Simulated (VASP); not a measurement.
# Fe (Fm-3m) in VASP: single point with LDA

Aim: the single point of Fe with LDA.

All numbers are computed with VASP 6.6.1; they aren't measurements. Logs are shortened: lines on timing, memory, paths and dates and some standing lists are left out, and cuts for length are marked.

### 1 The cell of the first run

The structure is cubic, space group Fm-3m (No. 225). Conventional cell: a = 3.640 Å, b = 3.640 Å, c = 3.640 Å, α = 90.00°, β = 90.00°, γ = 90.00°. Fe (site symmetry m-3m) has 12 Fe at 2.57 Å within 3.4 Å.

This isn't the form of Fe at room conditions, which is bcc.

### 2 Single point, LDA, non-collinear spin, typed start

File INCAR:

```
SYSTEM = Fe
PREC     = Accurate       ! precision mode
ENCUT    = 520            ! plane-wave cutoff, eV
EDIFF    = 1E-6           ! SCF threshold, eV
ISMEAR   = -1             ! smearing method
SIGMA    = 0.1            ! smearing width, eV
LREAL    = .False.        ! projectors in reciprocal space
LASPH    = .True.         ! aspherical terms in the spheres
NELM     = 150            ! most SCF steps
ALGO     = Normal         ! electronic algorithm
ISIF     = 2              ! what is computed and relaxed
LWAVE    = .False.        ! write WAVECAR
LCHARG   = .False.        ! write CHGCAR
LNONCOLLINEAR= .True.         ! non-collinear magnetism
MAGMOM   = 0.54 0.109 0.58 -0.547 -0.469 0.832 -1.856 0.01 0.405 -0.091 0.956 -0.279 ! initial moments
LORBIT   = 11             ! projections on sites
LMAXMIX  = 4              ! l up to which the mixer works
GGA      = CA             ! functional
NBANDS   = 46             ! bands
```

File KPOINTS:

```
regular mesh
0
Gamma
  3 3 3
  0 0 0
```

File POSCAR:

```
Fe
1.0
    3.6397060000      0.0000000000      0.0000000000
    0.0000000000      3.6397060000      0.0000000000
    0.0000000000      0.0000000000      3.6397060000
Fe
4
Direct
    0.0000000000      0.0000000000      0.0000000000
    0.0000000000      0.5000000000      0.5000000000
    0.5000000000      0.0000000000      0.5000000000
    0.5000000000      0.5000000000      0.0000000000
```

Potentials or basis: VASP PAW LDA potentials, release 64 (Fe).

The run is started by

```bash
$ cat potpaw_LDA.64/Fe/POTCAR > POTCAR
$ mpirun -np 1 vasp_ncl > vasp.out
```

OUTCAR:

```text
SYSTEM = Fe
   PREC = Accurate
   ENCUT = 520
   EDIFF = 1E-6
   ISMEAR = -1
   LREAL = .False.
   LASPH = .True.
   NELM = 150
   ISIF = 2
   LNONCOLLINEAR = .True.
   LORBIT = 11
   GGA = CA

 ion  position               nearest neighbor table
   1  0.000  0.000  0.000-   2 2.57   3 2.57   4 2.57   2 2.57   3 2.57   2 2.57   4 2.57   2 2.57
                             3 2.57   4 2.57   3 2.57   4 2.57
   2  0.000  0.500  0.500-   1 2.57   3 2.57   4 2.57   1 2.57   4 2.57   1 2.57   3 2.57   1 2.57
                             3 2.57   4 2.57   4 2.57   3 2.57
   3  0.500  0.000  0.500-   1 2.57   2 2.57   4 2.57   1 2.57   4 2.57   2 2.57   4 2.57   4 2.57
                             1 2.57   2 2.57   1 2.57   2 2.57
   4  0.500  0.500  0.000-   1 2.57   2 2.57   3 2.57   2 2.57   3 2.57   1 2.57   3 2.57   3 2.57
                             1 2.57   2 2.57   2 2.57   1 2.57

  LATTYP: Found a simple cubic cell.
 ALAT       =     3.6397060000

  Lattice vectors:

 A1 = (   3.6397060000,   0.0000000000,   0.0000000000)
 A2 = (   0.0000000000,   3.6397060000,   0.0000000000)
 A3 = (   0.0000000000,   0.0000000000,   3.6397060000)

Analysis of symmetry for initial positions (statically):
=====================================================================
 Subroutine PRICEL returns following result:

  LATTYP: Found a face centered cubic cell.
 ALAT       =     3.6397060000

  Lattice vectors:

 A1 = (   1.8198530000,  -1.8198530000,   0.0000000000)
 A2 = (   1.8198530000,   0.0000000000,   1.8198530000)
 A3 = (   0.0000000000,  -1.8198530000,   1.8198530000)

   4 primitive cells build up your supercell.

 Routine SETGRP: Setting up the symmetry group for a
 simple cubic supercell.

 Subroutine GETGRP returns: Found 48 space group operations
 (whereof 48 operations were pure point group operations)
 out of a pool of 48 trial point group operations.

The static configuration has the point symmetry O_h .

Analysis of symmetry for dynamics (positions and initial velocities):
=====================================================================
 Subroutine PRICEL returns following result:

  LATTYP: Found a face centered cubic cell.
 ALAT       =     3.6397060000

  Lattice vectors:

 A1 = (   1.8198530000,  -1.8198530000,   0.0000000000)
 A2 = (   1.8198530000,   0.0000000000,   1.8198530000)
 A3 = (   0.0000000000,  -1.8198530000,   1.8198530000)

   4 primitive cells build up your supercell.

 Routine SETGRP: Setting up the symmetry group for a
 simple cubic supercell.

 Subroutine GETGRP returns: Found 48 space group operations
 (whereof 48 operations were pure point group operations)
 out of a pool of 48 trial point group operations.

The dynamic configuration has the point symmetry O_h .

Analysis of structural, dynamic, and magnetic symmetry:
=====================================================================
 Subroutine PRICEL returns:
 Original cell was already a primitive cell.

 Routine SETGRP: Setting up the symmetry group for a
 simple cubic supercell.

 Subroutine GETGRP returns: Found  2 space group operations
 (whereof  2 operations were pure point group operations)
 out of a pool of 48 trial point group operations.

The overall configuration has the point symmetry S_2 .

 Subroutine INISYM returns: Found  2 space group operations
 (whereof  2 operations are pure point group operations),
 and found     1 'primitive' translations

----------------------------------------------------------------------------------------

                                     Primitive cell

  volume of cell :      48.2169

  direct lattice vectors                    reciprocal lattice vectors
     3.639706000  0.000000000  0.000000000     0.274747466  0.000000000  0.000000000
     0.000000000  3.639706000  0.000000000     0.000000000  0.274747466  0.000000000
     0.000000000  0.000000000  3.639706000     0.000000000  0.000000000  0.274747466

  length of vectors
     3.639706000  3.639706000  3.639706000     0.274747466  0.274747466  0.274747466

  position of ions in fractional coordinates (direct lattice)
[... 51 lines left out ...]
 -0.333333  0.333333  0.333333      2.000000
 -0.333333 -0.333333  0.333333      2.000000
  0.333333 -0.333333  0.333333      2.000000
   k-points           NKPTS =     14   k-points in BZ     NKDIM =     14   number of bands    NBANDS=     46
   number of dos      NEDOS =    301   number of ions     NIONS =      4
   total plane-waves  NPLWV =  21952
   dimension x,y,z NGX =    28 NGY =   28 NGZ =   28
   dimension x,y,z NGXF=    56 NGYF=   56 NGZF=   56
   ions per type =               4
   NGX,Y,Z   is equivalent  to a cutoff of  12.79, 12.79, 12.79 a.u.
   NGXF,Y,Z  is equivalent  to a cutoff of  25.58, 25.58, 25.58 a.u.
 SYSTEM =  Fe
   PREC   = accura    normal or accurate (medium, high low for compatibility)
   ISTART =      0    job   : 0-new  1-cont  2-samecut
   ICHARG =      2    charge: 1-file 2-atom 10-const
   ISPIN  =      1    spin polarized calculation?
   LNONCOLLINEAR =      T non collinear calculations
   LSORBIT =      F    spin-orbit coupling
   LASPH  =      T    aspherical Exc in radial PAW
   ENCUT  =  520.0 eV  38.22 Ry    6.18 a.u.   6.77  6.77  6.77*2*pi/ulx,y,z
   NELM   =    150;   NELMIN=  2; NELMDL= -5     # of ELM steps
   EDIFF  = 0.1E-05   stopping-criterion for ELM
   LREAL  =      F    real-space projection
   EDIFFG = 0.1E-04   stopping-criterion for IOM
   NSW    =      0    number of steps for IOM
   IBRION =     -1    ionic relax: 0-MD 1-quasi-New 2-CG
   NFREE  =      0    steps in history (QN), initial steepest desc. (CG)
   ISIF   =      2    stress and relaxation
   ISYM   =      2    0-nonsym 1-usesym 2-fastsym
   POTIM  = 0.5000    time-step for ionic-motion
   TEBEG  =    0.0;   TEEND  =   0.0 temperature during run
   PSTRESS=    0.0 pullay stress
   NELECT =      32.0000    total number of electrons
   NUPDOWN=      -1.0000    fix difference up-down
   EMIN   =  10.00;   EMAX   =-10.00  energy-range for DOS
   EFERMI =   0.00;   METHOD = LEGACY
   ISMEAR =    -1;   SIGMA  =   0.10  broadening in eV -4-tet -1-fermi 0-gaus
   EFERMI_NEDOS =   21; number of points for ismear=-14 and -15
   IALGO  =     38    algorithm
   IMIX   =      4    mixing-type and parameters
     AMIX     =   0.40;   BMIX     =  1.00
     AMIX_MAG =   1.60;   BMIX_MAG =  1.00
  volume/ion in A,a.u.               =      12.05        81.35
  Fermi-wavevector in a.u.,A,eV,Ry     =   1.427990  2.698510 27.744397  2.039156
  Thomas-Fermi vector in A             =   2.548100
   LORBIT       =     11    0 simple, 1 ext, 2 COOP (PROOUT), +10 PAW based schemes
   GGA     = CA    functional components
   LHFCALC =     F    Hartree Fock is set to
   AEXX    =    0.0000 exact exchange contribution
   IVDW    =     0    specifies the selected vdW correction
   LEPSILON=     F    determine dielectric tensor
   LRPA    =     F    only Hartree local field effects (RPA)
  energy-cutoff  :      520.00
  volume of cell :       48.22
 maximum number of plane-waves:      2620
   NGX = 13   NGY = 13   NGZ = 13

 number of electron      31.9999985 magnetization      -1.9702277      2.1304760      3.6063058

 Free energy of the ion-electron system (eV)
  ---------------------------------------------------
  ext. energy  EPLUGINS =         0.00000000
  ---------------------------------------------------
  free energy    TOTEN  =       -36.04964306 eV

  energy without entropy =      -35.82782660  energy(sigma->0) =      -35.93873483

 E-fermi :   5.2055     XC(G=0): -13.1002

 val. band max:        5.2017878930   @ k =   0.0000   0.0000   0.0000
 cond. band min:       5.2063390265   @ k =   0.0000   0.3333   0.3333
 fundamental gap:      0.0045511336
 Fermi energy:         5.2055399650

 k-point     1 :       0.0000    0.0000    0.0000
  band No.  band energies     occupation
      1      -3.0299      1.00000
      2      -2.8314      1.00000
      3       0.5576      1.00000
      4       0.5846      1.00000
      5       0.6202      1.00000
      6       1.2554      1.00000
[... 647 lines left out ...]
     43       7.4493      0.00000
     44       7.4743      0.00000
 [bands above 44 left out]

------------------------ aborting loop because EDIFF is reached ----------------------------------------

  FORCE on cell =-STRESS in cart. coord.  units (eV):
  Direction    XX          YY          ZZ          XY          YZ          ZX
  --------------------------------------------------------------------------------------
  -------------------------------------------------------------------------------------
  Total       -9.2119489    -10.3758078     -9.0539135     -0.0000005     -0.0000004      0.0000005
  in kB     -306.0998992   -344.7732698   -300.8486091     -0.0000166     -0.0000137      0.0000163
  external PRESSURE =    -317.2405927 kB  Pullay stress =       0.0000000 kB

 VOLUME and BASIS-vectors are now :
 -----------------------------------------------------------------------------
  energy-cutoff  :      520.00
  volume of cell :       48.22
      direct lattice vectors                 reciprocal lattice vectors
     3.639706000  0.000000000  0.000000000     0.274747466  0.000000000  0.000000000
     0.000000000  3.639706000  0.000000000     0.000000000  0.274747466  0.000000000
     0.000000000  0.000000000  3.639706000     0.000000000  0.000000000  0.274747466

 POSITION                                       TOTAL-FORCE (eV/Angst)
 -----------------------------------------------------------------------------------
      0.00000      0.00000      0.00000         0.000000      0.000000      0.000000
      0.00000      1.81985      1.81985         0.000000      0.000000      0.000000
      1.81985      0.00000      1.81985         0.000000      0.000000      0.000000
      1.81985      1.81985      0.00000         0.000000      0.000000      0.000000
 -----------------------------------------------------------------------------------
    total drift:                                0.000000      0.000000      0.000000

  FREE ENERGIE OF THE ION-ELECTRON SYSTEM (eV)
  ---------------------------------------------------
  free  energy   TOTEN  =       -36.0496430615 eV

  energy  without entropy=      -35.8278265950  energy(sigma->0) =      -35.93873483

 total charge

# of ion       s       p       d       tot
------------------------------------------
    1        0.473   0.493   6.188   7.153
    2        0.471   0.489   6.203   7.163
    3        0.471   0.489   6.203   7.163
    4        0.473   0.493   6.186   7.152
--------------------------------------------------
tot          1.887   1.964  24.780  28.631

 magnetization (x)

# of ion       s       p       d       tot
------------------------------------------
    1        0.016   0.033   0.953   1.002
    2       -0.002  -0.002  -0.944  -0.948
    3       -0.009  -0.013  -1.577  -1.599
    4        0.003   0.008  -0.415  -0.404
--------------------------------------------------
tot          0.009   0.026  -1.983  -1.948

 magnetization (y)

# of ion       s       p       d       tot
------------------------------------------
    1       -0.003  -0.008   0.439   0.428
    2       -0.012  -0.024  -0.415  -0.450
    3       -0.005  -0.011   0.273   0.258
    4        0.011   0.017   1.842   1.870
--------------------------------------------------
tot         -0.008  -0.026   2.139   2.105

 magnetization (z)

# of ion       s       p       d       tot
------------------------------------------
    1        0.003  -0.000   1.557   1.559
    2        0.001  -0.002   1.427   1.427
    3       -0.006  -0.015   0.717   0.696
    4       -0.013  -0.029  -0.075  -0.118
--------------------------------------------------
tot         -0.015  -0.046   3.626   3.565
```

Run time: 8.8 min. Hardware: 1 thread of AMD EPYC 7R43 (Zen 3), shared host; peak memory 0.24 GiB.

What came out:

```
Free energy                                           : -36.0496 eV
Pressure                                              : -31.7 GPa
Band gap on the k mesh                                : zero (bands 32 and 33 overlap by 0.69 eV)
Net moment                                            : 4.63 μB per cell
Valence electrons inside the program's atomic spheres : Fe 7.15, 7.16 (each value once)
```

Moments on the atoms (μB; x, y, z):
```
Fe   1.00  0.43  1.56
Fe  -0.95 -0.45  1.43
Fe  -1.60  0.26  0.70
Fe  -0.40  1.87 -0.12
```

Caveat: the k points lie up to 0.58 Å⁻¹ apart, too coarse for converged energies and pressures of a metal.
